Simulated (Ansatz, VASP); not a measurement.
## Bi: VASP beside Ansatz

File INCAR:

```
SYSTEM = Bi
PREC = Accurate
ENCUT = 520
EDIFF = 1E-6
ISMEAR = 0
SIGMA = 0.1
LREAL = .FALSE.
LASPH = .TRUE.
NELM = 60
ALGO = Normal
ISIF = 2
LWAVE = .FALSE.
LCHARG = .FALSE.
GGA = PS
NBANDS = 14
```

The input KPOINTS:

```
regular mesh
0
G
  16 16 16
  0 0 0
```

The input POSCAR:

```
Bi
1.0
   -1.9370551703      1.9370551703      1.9370551703
    1.9370551703     -1.9370551703      1.9370551703
    1.9370551703      1.9370551703     -1.9370551703
Bi
1
Direct
    0.0000000000      0.0000000000      0.0000000000
```

Input for Ansatz:

```yaml
crystal:
  lattice:
    - [-1.9370551703, 1.9370551703, 1.9370551703]
    - [1.9370551703, -1.9370551703, 1.9370551703]
    - [1.9370551703, 1.9370551703, -1.9370551703]
  atoms:
    - { symbol: Bi, position: [0.0, 0.0, 0.0] }
basis:
  ecutwfc: 420
kpoints:
  mp_grid: { grid: [16, 16, 16] }
hamiltonian:
  xc: pbesol
scf:
  occupations: { method: gaussian, width: 0.1 }
output:
  forces: true
  stress: true
  eigenvalues: true
```

Alike in both runs: task single point; functional PBEsol; k mesh 16 × 16 × 16; occupations gaussian, width 0.1 eV; no spin polarisation.

|  | VASP | Ansatz |
| --- | --- | --- |
| version | VASP 6.6.1 | Ansatz 0.2.0 |
| potentials or method | VASP PAW PBE potentials, release 64 (Bi_d), cutoff 520 eV | scalar-relativistic, plane waves, PAW |
| valence electrons in the cell | 15 | 15 |

|  | VASP | Ansatz | Ansatz less VASP |
| --- | --- | --- | --- |
| gap on the k mesh at the Fermi level (eV) | none | none | - |
| pressure (GPa) | 1.9 | 1.9 | +0.05 |

VASP's potentials were made for PBE, not for PBEsol. A gap of «none» marks a metal or a gap that the smearing closes. With one functional, cell and mesh, what is left measures potentials, basis and numerics.

Spin-orbit coupling is off throughout.
